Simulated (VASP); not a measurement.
# CdF2 in VASP: further runs

CdF2 is run at these levels: PBEsol; tasks: single point.

Everything below comes from runs of VASP 6.6.1. Logs are shortened: lines on timing, memory, paths and dates and some standing lists are left out, and cuts for length are marked.

## Step 1: The cell of the first run

It takes space group Fm-3m (No. 225, cubic). Conventional cell: a = 5.657 Å, b = 5.657 Å, c = 5.657 Å, α = 90.00°, β = 90.00°, γ = 90.00°. Cd (site symmetry m-3m) has 8 F at 2.45 Å within 3.2 Å. Within 3.2 Å of F (site symmetry -43m) lie 4 Cd at 2.45 Å and 6 F at 2.83 Å.

## Step 2: Single point, PBEsol (15.09 Å³/atom)

INCAR

```
SYSTEM = CdF2
PREC = Accurate ; ENCUT = 520
EDIFF = 1E-6 ; ISMEAR = 0
SIGMA = 0.05 ; LREAL = .False.
LASPH = .True. ; NELM = 100
ALGO = Normal ; ISIF = 2
LWAVE = .False. ; LCHARG = .False.
GGA = PS ; NBANDS = 20
```

KPOINTS

```
regular mesh
0
Gamma
  8 8 8
  0 0 0
```

POSCAR

```
CdF2
1.0
    0.0000000000      2.8286180703      2.8286180703
    2.8286180703      0.0000000000      2.8286180703
    2.8286180703      2.8286180703      0.0000000000
Cd F
1 2
Direct
    0.0000000000      0.0000000000      0.0000000000
    0.2500000000      0.2500000000      0.2500000000
    0.7500000000      0.7500000000      0.7500000000
```

Potentials or basis: VASP PAW PBE potentials, release 64 (Cd, F).

Command:

```console
cat potpaw_PBE.64/Cd/POTCAR potpaw_PBE.64/F/POTCAR > POTCAR
mpirun -np 1 vasp_std > vasp.out
```

OUTCAR:

```text
SYSTEM = CdF2
   PREC = Accurate
   ENCUT = 520
   EDIFF = 1E-6
   ISMEAR = 0
   LREAL = .False.
   LASPH = .True.
   NELM = 100
   ISIF = 2
   GGA = PS

 ion  position               nearest neighbor table
   1  0.000  0.000  0.000-   3 2.45   3 2.45   3 2.45   2 2.45   3 2.45   2 2.45   2 2.45   2 2.45

   2  0.250  0.250  0.250-   1 2.45   1 2.45   1 2.45   1 2.45
   3  0.750  0.750  0.750-   1 2.45   1 2.45   1 2.45   1 2.45

  LATTYP: Found a face centered cubic cell.
 ALAT       =     5.6572361406

  Lattice vectors:

 A1 = (   0.0000000000,   2.8286180703,   2.8286180703)
 A2 = (   2.8286180703,   0.0000000000,   2.8286180703)
 A3 = (   2.8286180703,   2.8286180703,   0.0000000000)

Analysis of symmetry for initial positions (statically):
=====================================================================
 Subroutine PRICEL returns:
 Original cell was already a primitive cell.

 Routine SETGRP: Setting up the symmetry group for a
 face centered cubic supercell.

 Subroutine GETGRP returns: Found 48 space group operations
 (whereof 48 operations were pure point group operations)
 out of a pool of 48 trial point group operations.

The static configuration has the point symmetry O_h .

Analysis of symmetry for dynamics (positions and initial velocities):
=====================================================================
 Subroutine PRICEL returns:
 Original cell was already a primitive cell.

 Routine SETGRP: Setting up the symmetry group for a
 face centered cubic supercell.

 Subroutine GETGRP returns: Found 48 space group operations
 (whereof 48 operations were pure point group operations)
 out of a pool of 48 trial point group operations.

The dynamic configuration has the point symmetry O_h .

 Subroutine INISYM returns: Found 48 space group operations
 (whereof 48 operations are pure point group operations),
 and found     1 'primitive' translations

----------------------------------------------------------------------------------------

                                     Primitive cell

  volume of cell :      45.2640

  direct lattice vectors                    reciprocal lattice vectors
     0.000000000  2.828618070  2.828618070    -0.176764762  0.176764762  0.176764762
     2.828618070  0.000000000  2.828618070     0.176764762 -0.176764762  0.176764762
     2.828618070  2.828618070  0.000000000     0.176764762  0.176764762 -0.176764762

  length of vectors
     4.000270038  4.000270038  4.000270038     0.306165549  0.306165549  0.306165549

  position of ions in fractional coordinates (direct lattice)
     0.000000000  0.000000000  0.000000000
     0.250000000  0.250000000  0.250000000
     0.750000000  0.750000000  0.750000000

  ion indices of the primitive-cell ions
   primitive index   ion index
                 1           1
                 2           2
                 3           3

----------------------------------------------------------------------------------------

 KPOINTS: regular mesh

Automatic generation of k-mesh.
 Grid dimensions read from file:
 generate k-points for:    8    8    8

 Generating k-lattice:

  Cartesian coordinates                     Fractional coordinates (reciprocal lattice)
    -0.022095595  0.022095595  0.022095595     0.125000000  0.000000000  0.000000000
     0.022095595 -0.022095595  0.022095595     0.000000000  0.125000000  0.000000000
     0.022095595  0.022095595 -0.022095595     0.000000000  0.000000000  0.125000000

  Length of vectors
     0.038270694  0.038270694  0.038270694

  Shift w.r.t. Gamma in fractional coordinates (k-lattice)
     0.000000000  0.000000000  0.000000000

 Subroutine IBZKPT returns following result:
 ===========================================

 Found     29 irreducible k-points:

 Following reciprocal coordinates:
            Coordinates               Weight
  0.000000  0.000000  0.000000      1.000000
  0.125000  0.000000  0.000000      8.000000
  0.250000  0.000000  0.000000      8.000000
  0.375000  0.000000  0.000000      8.000000
  0.500000  0.000000  0.000000      4.000000
  0.125000  0.125000  0.000000      6.000000
[... 16 lines left out ...]
  0.500000  0.250000  0.125000     48.000000
 -0.375000  0.250000  0.125000     24.000000
 [... further k-points ...]
   k-points           NKPTS =     29   k-points in BZ     NKDIM =     29   number of bands    NBANDS=     20
   number of dos      NEDOS =    301   number of ions     NIONS =      3
   total plane-waves  NPLWV =  27000
   dimension x,y,z NGX =    30 NGY =   30 NGZ =   30
   dimension x,y,z NGXF=    60 NGYF=   60 NGZF=   60
   ions per type =               1   2
   NGX,Y,Z   is equivalent  to a cutoff of  12.47, 12.47, 12.47 a.u.
   NGXF,Y,Z  is equivalent  to a cutoff of  24.94, 24.94, 24.94 a.u.
 SYSTEM =  CdF2
   PREC   = accura    normal or accurate (medium, high low for compatibility)
   ISTART =      0    job   : 0-new  1-cont  2-samecut
   ICHARG =      2    charge: 1-file 2-atom 10-const
   ISPIN  =      1    spin polarized calculation?
   LNONCOLLINEAR =      F non collinear calculations
   LSORBIT =      F    spin-orbit coupling
   LASPH  =      T    aspherical Exc in radial PAW
   ENCUT  =  520.0 eV  38.22 Ry    6.18 a.u.   7.44  7.44  7.44*2*pi/ulx,y,z
   NELM   =    100;   NELMIN=  2; NELMDL= -5     # of ELM steps
   EDIFF  = 0.1E-05   stopping-criterion for ELM
   LREAL  =      F    real-space projection
   EDIFFG = 0.1E-04   stopping-criterion for IOM
   NSW    =      0    number of steps for IOM
   IBRION =     -1    ionic relax: 0-MD 1-quasi-New 2-CG
   NFREE  =      0    steps in history (QN), initial steepest desc. (CG)
   ISIF   =      2    stress and relaxation
   ISYM   =      2    0-nonsym 1-usesym 2-fastsym
   POTIM  = 0.5000    time-step for ionic-motion
   TEBEG  =    0.0;   TEEND  =   0.0 temperature during run
   PSTRESS=    0.0 pullay stress
   NELECT =      26.0000    total number of electrons
   NUPDOWN=      -1.0000    fix difference up-down
   EMIN   =  10.00;   EMAX   =-10.00  energy-range for DOS
   EFERMI =   0.00;   METHOD = LEGACY
   ISMEAR =     0;   SIGMA  =   0.05  broadening in eV -4-tet -1-fermi 0-gaus
   EFERMI_NEDOS =   21; number of points for ismear=-14 and -15
   IALGO  =     38    algorithm
   IMIX   =      4    mixing-type and parameters
     AMIX     =   0.40;   BMIX     =  1.00
     AMIX_MAG =   1.60;   BMIX_MAG =  1.00
  volume/ion in A,a.u.               =      15.09       101.82
  Fermi-wavevector in a.u.,A,eV,Ry     =   1.360865  2.571662 25.197349  1.851953
  Thomas-Fermi vector in A             =   2.487490
   LORBIT       =      0    0 simple, 1 ext, 2 COOP (PROOUT), +10 PAW based schemes
   GGA     = PS    functional components
   LHFCALC =     F    Hartree Fock is set to
   AEXX    =    0.0000 exact exchange contribution
   IVDW    =     0    specifies the selected vdW correction
   LEPSILON=     F    determine dielectric tensor
   LRPA    =     F    only Hartree local field effects (RPA)
 non-spin polarized calculation
 Gauss-broadening in eV      SIGMA  =   0.05
  energy-cutoff  :      520.00
  volume of cell :       45.26
 maximum number of plane-waves:      1243
 NGX is ok and might be reduce to    30
   NGX = 15   NGY = 15   NGZ = 15

 number of electron      26.0000021 magnetization

 Free energy of the ion-electron system (eV)
  ---------------------------------------------------
  ext. energy  EPLUGINS =         0.00000000
  ---------------------------------------------------
  free energy    TOTEN  =       -11.37099853 eV

  energy without entropy =      -11.37099853  energy(sigma->0) =      -11.37099853

 E-fermi :  -2.1986     XC(G=0):  -9.9112

 val. band max:       -2.4182477100   @ k =  -0.2500   0.5000   0.2500
 cond. band min:       0.0009667403   @ k =   0.0000   0.0000   0.0000
 fundamental gap:      2.4192144503
 Fermi energy:        -2.1985750500

 k-point     1 :       0.0000    0.0000    0.0000
  band No.  band energies     occupation
      1     -22.4289      2.00000
      2     -21.6527      2.00000
      3      -7.7577      2.00000
      4      -7.7577      2.00000
      5      -7.7577      2.00000
      6      -7.0505      2.00000
[... 12 lines left out ...]
     19      16.2088      0.00000
     20      16.2088      0.00000

 k-point     2 :       0.1250    0.0000    0.0000
  band No.  band energies     occupation
      1     -22.3939      2.00000
      2     -21.6822      2.00000
      3      -7.7186      2.00000
      4      -7.7186      2.00000
      5      -7.6472      2.00000
      6      -7.0587      2.00000
[... 12 lines left out ...]
     19      15.7905      0.00000
     20      15.7905      0.00000

 k-point     3 :       0.2500    0.0000    0.0000
  band No.  band energies     occupation
      1     -22.2986      2.00000
      2     -21.7646      2.00000
      3      -7.6317      2.00000
      4      -7.6317      2.00000
      5      -7.3604      2.00000
      6      -7.0620      2.00000
[... 12 lines left out ...]
     19      15.1373      0.00000
     20      15.4496      0.00000

 k-point     4 :       0.3750    0.0000    0.0000
  band No.  band energies     occupation
      1     -22.1669      2.00000
      2     -21.8818      2.00000
      3      -7.5654      2.00000
      4      -7.5654      2.00000
      5      -7.0337      2.00000
      6      -7.0297      2.00000
[... 12 lines left out ...]
     19      14.7029      0.00000
     20      15.1578      0.00000

 k-point     5 :       0.5000    0.0000    0.0000
  band No.  band energies     occupation
      1     -22.0424      2.00000
      2     -21.9995      2.00000
      3      -7.5470      2.00000
      4      -7.5470      2.00000
      5      -7.0019      2.00000
      6      -7.0019      2.00000
[... 12 lines left out ...]
     19      14.5600      0.00000
     20      14.9089      0.00000

 k-point     6 :       0.1250    0.1250    0.0000
  band No.  band energies     occupation
      1     -22.3831      2.00000
      2     -21.6911      2.00000
      3      -7.6954      2.00000
      4      -7.6954      2.00000
      5      -7.6275      2.00000
      6      -7.0908      2.00000
[... 12 lines left out ...]
     19      15.7100      0.00000
     20      16.3761      0.00000

 k-point     7 :       0.2500    0.1250    0.0000
  band No.  band energies     occupation
      1     -22.3110      2.00000
      2     -21.7517      2.00000
      3      -7.6145      2.00000
      4      -7.6122      2.00000
      5      -7.4128      2.00000
      6      -7.1291      2.00000
[... 12 lines left out ...]
     19      16.1146      0.00000
     20      16.6934      0.00000
[... 277 lines left out ...]
 k-point    20 :      -0.3750    0.3750    0.0000
  band No.  band energies     occupation
      1     -22.0478      2.00000
      2     -21.9691      2.00000
      3      -7.4123      2.00000
      4      -7.2477      2.00000
      5      -7.0728      2.00000
      6      -7.0542      2.00000
[... 12 lines left out ...]
     19      16.7186      0.00000
     20      17.0019      0.00000

 k-point    21 :       0.5000    0.5000    0.0000
  band No.  band energies     occupation
      1     -22.1057      2.00000
      2     -21.9069      2.00000
      3      -7.5115      2.00000
      4      -7.1761      2.00000
      5      -7.1761      2.00000
      6      -6.9740      2.00000
[... 12 lines left out ...]
     19      15.4028      0.00000
     20      18.0171      0.00000

 k-point    22 :       0.3750    0.2500    0.1250
  band No.  band energies     occupation
      1     -22.2335      2.00000
      2     -21.8159      2.00000
      3      -7.5204      2.00000
      4      -7.5151      2.00000
      5      -7.2176      2.00000
      6      -7.1743      2.00000
[... 12 lines left out ...]
     19      15.7649      0.00000
     20      17.6112      0.00000

 k-point    23 :       0.5000    0.2500    0.1250
  band No.  band energies     occupation
      1     -22.1280      2.00000
      2     -21.9072      2.00000
      3      -7.4571      2.00000
      4      -7.4248      2.00000
      5      -7.1475      2.00000
      6      -7.0277      2.00000
[... 12 lines left out ...]
     19      15.2478      0.00000
     20      17.8216      0.00000

 k-point    24 :      -0.3750    0.2500    0.1250
  band No.  band energies     occupation
      1     -22.0251      2.00000
      2     -22.0036      2.00000
      3      -7.4386      2.00000
      4      -7.4013      2.00000
      5      -7.0526      2.00000
      6      -7.0515      2.00000
[... 12 lines left out ...]
     19      15.0592      0.00000
     20      18.2931      0.00000

 [... further k-points ...]

------------------------ aborting loop because EDIFF is reached ----------------------------------------

  FORCE on cell =-STRESS in cart. coord.  units (eV):
  Direction    XX          YY          ZZ          XY          YZ          ZX
  --------------------------------------------------------------------------------------
  -------------------------------------------------------------------------------------
  Total       -3.0890338     -3.0890338     -3.0890338     -0.0000000     -0.0000000      0.0000000
  in kB     -109.3403145   -109.3403145   -109.3403145     -0.0000000     -0.0000000      0.0000000
  external PRESSURE =    -109.3403145 kB  Pullay stress =       0.0000000 kB

 VOLUME and BASIS-vectors are now :
 -----------------------------------------------------------------------------
  energy-cutoff  :      520.00
  volume of cell :       45.26
      direct lattice vectors                 reciprocal lattice vectors
     0.000000000  2.828618070  2.828618070    -0.176764762  0.176764762  0.176764762
     2.828618070  0.000000000  2.828618070     0.176764762 -0.176764762  0.176764762
     2.828618070  2.828618070  0.000000000     0.176764762  0.176764762 -0.176764762

 POSITION                                       TOTAL-FORCE (eV/Angst)
 -----------------------------------------------------------------------------------
      0.00000      0.00000      0.00000        -0.000000     -0.000000      0.000000
      1.41431      1.41431      1.41431         0.000000     -0.000000      0.000000
      4.24293      4.24293      4.24293         0.000000      0.000000     -0.000000
 -----------------------------------------------------------------------------------
    total drift:                                0.000000     -0.000000      0.000000

  FREE ENERGIE OF THE ION-ELECTRON SYSTEM (eV)
  ---------------------------------------------------
  free  energy   TOTEN  =       -11.3709985302 eV

  energy  without entropy=      -11.3709985302  energy(sigma->0) =      -11.37099853
```

Wall time 40 s (1 thread of Intel Xeon 8259CL, shared host); peak memory 0.18 GiB.

What came out:

| Property | Result |
| --- | --- |
| Free energy | -11.3710 eV |
| Pressure | -10.9 GPa |
| Band gap on the k mesh | 2.42 eV (least direct gap 3.05 eV) |

Caveat: the cell stands under tension; the PAW data sets were made with another functional, which shifts forces and pressure a little.

(Part 1 of 2 ends here.)
